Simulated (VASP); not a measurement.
**Li2Se: band structure with AM05**

The system is Li2Se.

```
Se Li
1.0
     0.00000    3.00250    3.00250
     3.00250    0.00000    3.00250
     3.00250    3.00250    0.00000
Se Li
1 2
Direct
  0.00000 0.00000 0.00000
  0.75000 0.75000 0.75000
  0.25000 0.25000 0.25000
```

```json
{
  "Program": "VASP 6.6.1",
  "Task": "band structure",
  "Functional": "AM05",
  "Potentials or basis": "VASP PAW PBE potentials, release 64 (Se, Li_sv)",
  "Cutoff": "800 eV",
  "k mesh": "10 × 10 × 10",
  "Occupations": "gaussian, width 0.03 eV",
  "Spin": "no spin polarisation",
  "Tolerance level": "standard",
  "Purpose": "bands",
  "Route": "fixed density (ICHARG 11)",
  "Further INCAR settings": "ALGO = Normal; EDIFF = 1e-07; NBANDS = 29"
}
```

* Band gap on the k mesh: 2.95 eV (least direct gap 3.37 eV)
* Band gap along the path: 2.95 eV (least direct gap 3.37 eV)

Levels at the corners of the path, in eV from the valence-band top:
| point | band 2 | band 3 | band 4 | band 5 | band 6 | band 7 | band 8 | band 9 | band 10 | band 11 |
| --- | --- | --- | --- | --- | --- | --- | --- | --- | --- | --- |
| Γ | -43.81 | -11.39 | 0.00 | 0.00 | 0.00 | 3.37 | 5.61 | 5.61 | 5.61 | 10.57 |
| X | -43.81 | -10.91 | -2.27 | -1.44 | -1.44 | 2.95 | 6.19 | 10.28 | 10.28 | 11.38 |
| X | -43.81 | -10.91 | -2.27 | -1.44 | -1.44 | 2.95 | 6.19 | 10.28 | 10.28 | 11.38 |
| W | -43.82 | -10.91 | -1.90 | -1.90 | -1.76 | 5.13 | 6.36 | 8.04 | 8.04 | 11.04 |
| W | -43.82 | -10.91 | -1.90 | -1.90 | -1.76 | 5.13 | 6.36 | 8.04 | 8.04 | 11.04 |
| K | -43.82 | -10.92 | -2.09 | -2.06 | -1.17 | 4.08 | 7.25 | 8.42 | 8.90 | 9.76 |
| K | -43.82 | -10.92 | -2.09 | -2.06 | -1.17 | 4.08 | 7.25 | 8.42 | 8.90 | 9.76 |
| Γ | -43.81 | -11.39 | 0.00 | 0.00 | 0.00 | 3.37 | 5.61 | 5.61 | 5.61 | 10.57 |
| Γ | -43.81 | -11.39 | 0.00 | 0.00 | 0.00 | 3.37 | 5.61 | 5.61 | 5.61 | 10.57 |
| L | -43.82 | -11.02 | -2.90 | -0.53 | -0.53 | 5.10 | 5.94 | 5.94 | 7.91 | 11.46 |
| L | -43.82 | -11.02 | -2.90 | -0.53 | -0.53 | 5.10 | 5.94 | 5.94 | 7.91 | 11.46 |
| U | -43.82 | -10.92 | -2.09 | -2.06 | -1.17 | 4.08 | 7.25 | 8.42 | 8.90 | 9.76 |
| U | -43.82 | -10.92 | -2.09 | -2.06 | -1.17 | 4.08 | 7.25 | 8.42 | 8.90 | 9.76 |
| W | -43.82 | -10.91 | -1.90 | -1.90 | -1.76 | 5.13 | 6.36 | 8.04 | 8.04 | 11.04 |
| W | -43.82 | -10.91 | -1.90 | -1.90 | -1.76 | 5.13 | 6.36 | 8.04 | 8.04 | 11.04 |
| L | -43.82 | -11.02 | -2.90 | -0.53 | -0.53 | 5.10 | 5.94 | 5.94 | 7.91 | 11.46 |
| L | -43.82 | -11.02 | -2.90 | -0.53 | -0.53 | 5.10 | 5.94 | 5.94 | 7.91 | 11.46 |
| K | -43.82 | -10.92 | -2.09 | -2.06 | -1.17 | 4.08 | 7.25 | 8.42 | 8.90 | 9.76 |
| U | -43.82 | -10.92 | -2.09 | -2.06 | -1.17 | 4.08 | 7.25 | 8.42 | 8.90 | 9.76 |
| X | -43.81 | -10.91 | -2.27 | -1.44 | -1.44 | 2.95 | 6.19 | 10.28 | 10.28 | 11.38 |

It took 5.2 min on 1 thread of AMD EPYC 9R45 96-Core Processor (Zen 5) (shared host), peak memory 0.71 GiB.

Caveat: the log is that of the step along the path at fixed density, whose energy, stress, charges and moments have no meaning. A hybrid or GW would open this gap; AM05 tends to underestimate it.
